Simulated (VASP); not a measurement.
Write the native input for VASP 6.6.1 that does the following.

```yaml
Task: single point
Functional: LDA
Potentials_or_basis: VASP PAW LDA potentials, release 64 (Li_sv)
Cutoff: 520 eV
k_mesh: 13 × 13 × 13
Occupations: fermi-dirac, width 0.136057 eV
Spin: no spin polarisation
Dipole_correction: no
Further_INCAR_settings: ALGO = Normal; EDIFF = 1e-06; NBANDS = 8
```

The structure of Li lies in POSCAR:

```
Li
1.0
    0.0000000000      2.1202871333      2.1202871333
    2.1202871333      0.0000000000      2.1202871333
    2.1202871333      2.1202871333      0.0000000000
Li
1
Direct
    0.0000000000      0.0000000000      0.0000000000
```

One way to write it, as run:

INCAR

```
ALGO = Normal
EDIFF = 1E-6
ENCUT = 520
ISIF = 2
ISMEAR = -1
LASPH = True
LCHARG = False
LREAL = False
LWAVE = False
NBANDS = 8
NELM = 60
PREC = Accurate
SIGMA = 0.13605693000000002
```

KPOINTS

```
k-points
0
Gamma
  13 13 13
```

Potentials or basis: VASP PAW LDA potentials, release 64 (Li_sv).

The run is started by

```console
$ cat potpaw_LDA.64/Li_sv/POTCAR > POTCAR
$ mpirun -np 1 vasp_std > vasp.out
```

It took 5.8 s on 1 thread of Intel(R) Xeon(R) Platinum 8488C (Sapphire Rapids) (shared host), peak memory 0.12 GiB.
